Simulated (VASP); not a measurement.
Wanted: the native input for a VASP 6.6.1 run.

* Task: single point
* Functional: PBE
* Potentials or basis: VASP PAW PBE potentials, release 64 (F, Li_sv)
* Cutoff: 520 eV
* k mesh: 11 × 11 × 11
* Occupations: fermi-dirac, width 0.05 eV
* Spin: no spin polarisation
* Dipole correction: no
* Further INCAR settings: ALGO = Normal; EDIFF = 1e-06; NBANDS = 12

The structure of LiF (Griceite) lies in POSCAR:

```
LiF
1.0
    0.0000000000      2.0535002244      2.0535002244
    2.0535002244      0.0000000000      2.0535002244
    2.0535002244      2.0535002244      0.0000000000
F Li
1 1
Direct
    0.5000000000      0.5000000000      0.5000000000
    0.0000000000      0.0000000000      0.0000000000
```

The input as run:

INCAR

```
SYSTEM = LiF
PREC = Accurate
ENCUT = 520
EDIFF = 1E-6
ISMEAR = -1
SIGMA = 0.05
LREAL = .FALSE.
LASPH = .TRUE.
NELM = 60
ALGO = Normal
ISIF = 2
LWAVE = .FALSE.
LCHARG = .FALSE.
GGA = PE
NBANDS = 12
```

KPOINTS

```
regular mesh
0
G
  11 11 11
  0 0 0
```

Potentials or basis: VASP PAW PBE potentials, release 64 (F, Li_sv).

Launch:

```console
$ cat potpaw_PBE.64/F/POTCAR potpaw_PBE.64/Li_sv/POTCAR > POTCAR
$ mpirun -np 1 vasp_std > vasp.out
```

It gave:

```yaml
Band_gap_on_the_k_mesh: 8.59 eV, direct
```

Run time: 4 s on 1 thread of Intel(R) Xeon(R) 6975P-C (Granite Rapids), with other jobs on the host, peak memory 0.13 GiB.
